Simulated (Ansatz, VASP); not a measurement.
SnSe2: VASP beside Ansatz

File INCAR:

```
SYSTEM = SnSe2
ALGO = Normal
EDIFF = 1E-7
ENCUT = 520
GGA = PE
ISIF = 2
ISMEAR = 0
LASPH = .True.
LCHARG = .False.
LREAL = .False.
LWAVE = .False.
NBANDS = 20
NELM = 80
PREC = Accurate
SIGMA = 0.01
```

Contents of KPOINTS:

```
k-points
0
Gamma
  6 6 4
  0 0 0
```

POSCAR

```
SnSe2
1.0
    3.7065360167      0.0000000000      0.0000000000
   -1.8532680084      3.2099516138      0.0000000000
    0.0000000000      0.0000000000      5.9678050377
Sn Se
1 2
Direct
    0.0000000000      0.0000000000      0.0000000000
    0.3333333333      0.6666666667      0.2490000000
    0.6666666667      0.3333333333      0.7510000000
```

Input for Ansatz:

```yaml
crystal:
  lattice:
    - [3.7065360167200603, 0.0, 0.0]
    - [-1.8532680083600301, 3.2099516138292365, 0.0]
    - [0.0, 0.0, 5.9678050376789]
  atoms:
    - { symbol: Sn, position: [0.0, 0.0, 0.0] }
    - { symbol: Se, position: [0.3333333333333333, 0.6666666666666666, 0.249] }
    - { symbol: Se, position: [0.6666666666666666, 0.3333333333333333, 0.751] }
basis:
  ecutwfc: 420.0
kpoints:
  mp_grid:
    grid: [6, 6, 4]
hamiltonian:
  xc: pbe
  pseudopotentials:
    kind: paw
scf:
  convergence:
    dr2_threshold: 1.0e-09
  occupations:
    method: fixed
output:
  stress: true
```

Alike in both runs: task single point; functional PBE; k mesh 6 × 6 × 4; no spin polarisation.

|  | VASP | Ansatz |
| --- | --- | --- |
| version | VASP 6.6.1 | Ansatz 0.2.0 |
| potentials or method | VASP PAW PBE potentials, release 64 (Sn_d, Se), cutoff 520 eV | plane waves, PAW |
| occupations | gaussian, width 0.01 eV | fixed |
| valence electrons in the cell | 26 | 46 |

Ansatz gave:

```
pressure (GPa)                                                : 13.8
traceless stress, the component that is largest in VASP (GPa) : 0.67
```

**Question.** Estimate VASP's values.

**Answer.** Pressure (GPa): 13.9; traceless stress, the component that is largest in VASP (GPa): 0.68.

VASP's potentials hold 26 valence electrons a cell and Ansatz's 46, so a difference there can come from the potentials and not from the codes. Ansatz's warnings: stress scf threshold loose, structure snapped to symmetry.
